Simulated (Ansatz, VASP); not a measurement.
# One calculation of C, two programs

```xyz
4
Lattice="1.2328 -2.1341 0.0000 1.2328 2.1341 0.0000 0.0000 0.0000 6.7990" Properties=species:S:1:pos:R:3 pbc="T T T"
C     1.3714    1.6986    5.0992
C     1.2328   -0.3556    1.6997
C     1.2328   -1.7786    1.6997
C     1.2328    0.3556    5.0992
```

Alike in both runs: task single point; functional PBE; dispersion D3(BJ); k mesh 22 × 22 × 8; occupations gaussian, width 0.15 eV; no spin polarisation.

|  | VASP | Ansatz |
| --- | --- | --- |
| version | VASP 6.6.1 | Ansatz 0.2.0 |
| potentials or method | VASP PAW PBE potentials, release 64 (C), cutoff 520 eV | scalar-relativistic, plane waves, PAW |
| valence electrons in the cell | 16 | 16 |

|  | VASP | Ansatz | Ansatz less VASP |
| --- | --- | --- | --- |
| gap on the k mesh at the Fermi level (eV) | 0.33 | 0.33 | -0.001 |
| least direct gap on the mesh (eV) | 0.43 | 0.43 | -0.001 |
| pressure (GPa) | 5.1 | 4.8 | -0.35 |
| traceless stress, the component that is largest in VASP (GPa) | 6.59 | 6.48 | -0.116 |
| rms of the force components (eV/Å) | 2.805 | 2.805 | -0.0001 |

Atom by atom the forces differ by 0.000 eV/Å (rms over components).
